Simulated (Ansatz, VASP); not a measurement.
**InGaAs2 in VASP and in Ansatz**

INCAR

```
  ALGO = Normal
  EDIFF = 1E-7
  ENCUT = 520
  GGA = PS
  ISIF = 2
  ISMEAR = 0
  LASPH = T
  LCHARG = F
  LREAL = F
  LWAVE = F
  NBANDS = 26
  NELM = 60
  PREC = Accurate
  SIGMA = 0.15
```

KPOINTS

```
k-points
0
Gamma
  12 12 8
```

POSCAR

```
InGaAs2
1.0
    4.0405133507      0.0000000000      0.0000000000
    0.0000000000      4.0405133507      0.0000000000
    0.0000000000      0.0000000000      5.9039978333
In Ga As
1 1 2
Direct
    0.0000000000      0.0000000000      0.5000000000
    0.5000000000      0.5000000000      0.0000000000
    0.5000000000      0.0000000000      0.7697097067
    0.0000000000      0.5000000000      0.2302902933
```

Input for Ansatz:

```yaml
crystal:
  lattice:
    - [4.0405133507, 0.0, 0.0]
    - [0.0, 4.0405133507, 0.0]
    - [0.0, 0.0, 5.9039978333]
  atoms:
    - { symbol: In, position: [0.0, 0.0, 0.5] }
    - { symbol: Ga, position: [0.5, 0.5, 0.0] }
    - { symbol: As, position: [0.5, 0.0, 0.7697097067] }
    - { symbol: As, position: [0.0, 0.5, 0.2302902933] }
basis:
  ecutwfc: 420
kpoints:
  mp_grid: { grid: [12, 12, 8] }
hamiltonian:
  xc: pbesol
scf:
  occupations: { method: gaussian, width: 0.15 }
output:
  forces: true
  stress: true
  eigenvalues: true
```

Change from the starting cell: strain -0.025 along x and y, +0.000 along z, atoms carried along.

Alike in both runs: task single point; functional PBEsol; k mesh 12 × 12 × 8; occupations gaussian, width 0.15 eV; no spin polarisation.

|  | VASP | Ansatz |
| --- | --- | --- |
| version | VASP 6.6.1 | Ansatz 0.2.0 |
| potentials or method | VASP PAW PBE potentials, release 64 (In_d, Ga_d, As), cutoff 520 eV | scalar-relativistic, plane waves, PAW |
| valence electrons in the cell | 36 | 56 |

```csv
,VASP,Ansatz,Ansatz less VASP
gap on the k mesh at the Fermi level (eV),none,none,-
pressure (GPa),3.6,3.4,-0.15
"traceless stress, the component that is largest in VASP (GPa)",-0.73,-0.74,-0.003
rms of the force components (eV/Å),0.016,0.017,+0.0001
```

VASP's potentials were made for PBE, not for PBEsol. Atom by atom the forces differ by 0.000 eV/Å (rms over components). A gap of «none» marks a metal or a gap that the smearing closes. VASP's potentials hold 36 valence electrons a cell and Ansatz's 56, so a difference there can come from the potentials and not from the codes.
